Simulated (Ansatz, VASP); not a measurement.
## Sb2Au in VASP and in Ansatz

File INCAR:

```
ALGO     = Normal         # electronic algorithm
EDIFF    = 1E-7           # SCF threshold, eV
ENCUT    = 520            # plane-wave cutoff, eV
GGA      = CA             # functional
ISIF     = 2              # what is computed and relaxed
ISMEAR   = -1             # smearing method
LASPH    = T              # aspherical terms in the spheres
LCHARG   = F              # write CHGCAR
LREAL    = F              # projectors in reciprocal space
LWAVE    = F              # write WAVECAR
NBANDS   = 18             # bands
NELM     = 100            # most SCF steps
PREC     = Accurate       # precision mode
SIGMA    = 0.08           # smearing width, eV
```

The input KPOINTS:

```
k-points
0
Gamma
  9 9 9
```

The input POSCAR:

```
Sb2Au
1.0
    0.0000000000      3.3168694821      3.3168694821
    3.3168694821      0.0000000000      3.3168694821
    3.3168694821      3.3168694821      0.0000000000
Sb Au
2 1
Direct
    0.2500000000      0.2500000000      0.2500000000
    0.7500000000      0.7500000000      0.7500000000
    0.0000000000      0.0000000000      0.0000000000
```

Input for Ansatz:

```yaml
crystal:
  lattice:
    - [0.0, 3.3168694821, 3.3168694821]
    - [3.3168694821, 0.0, 3.3168694821]
    - [3.3168694821, 3.3168694821, 0.0]
  atoms:
    - { symbol: Sb, position: [0.25, 0.25, 0.25] }
    - { symbol: Sb, position: [0.75, 0.75, 0.75] }
    - { symbol: Au, position: [0.0, 0.0, 0.0] }
kpoints:
  mp_grid: { grid: [9, 9, 9] }
  band_path:
    path:
      - [0.0, 0.0, 0.0]
      - [0.5, 0.0, 0.5]
      - [0.625, 0.25, 0.625]
      - [0.375, 0.375, 0.75]
      - [0.0, 0.0, 0.0]
      - [0.5, 0.5, 0.5]
      - [0.5, 0.25, 0.75]
      - [0.5, 0.0, 0.5]
    npoints: 5
scf:
  occupations: { method: fermi_dirac, width: 0.08 }
hamiltonian:
  xc: lda
  pseudopotentials: { kind: all_electron, lapw: { basis_error: 0.001 } }
output:
  forces: true
  stress: true
  eigenvalues: true
```

Change from the starting cell: volume scaled by 0.99.

Alike in both runs: task single point; functional LDA; k mesh 9 × 9 × 9; occupations fermi-dirac, width 0.08 eV; no spin polarisation.

|  | VASP | Ansatz |
| --- | --- | --- |
| version | VASP 6.6.1 | Ansatz 0.2.0 |
| potentials or method | VASP PAW LDA potentials, release 64 (Sb, Au), cutoff 520 eV | all-electron LAPW, scalar-relativistic |

Ansatz gave:

```
pressure (GPa) : 4.0
```

Q: What did VASP give for the same quantities?

A: Pressure (GPa): 4.2.

LDA's correlation is that of Perdew and Zunger in VASP and of Perdew and Wang (1992) in Ansatz. Ansatz ran all-electron here, and VASP with PAW potentials.

Spin-orbit coupling is off throughout.
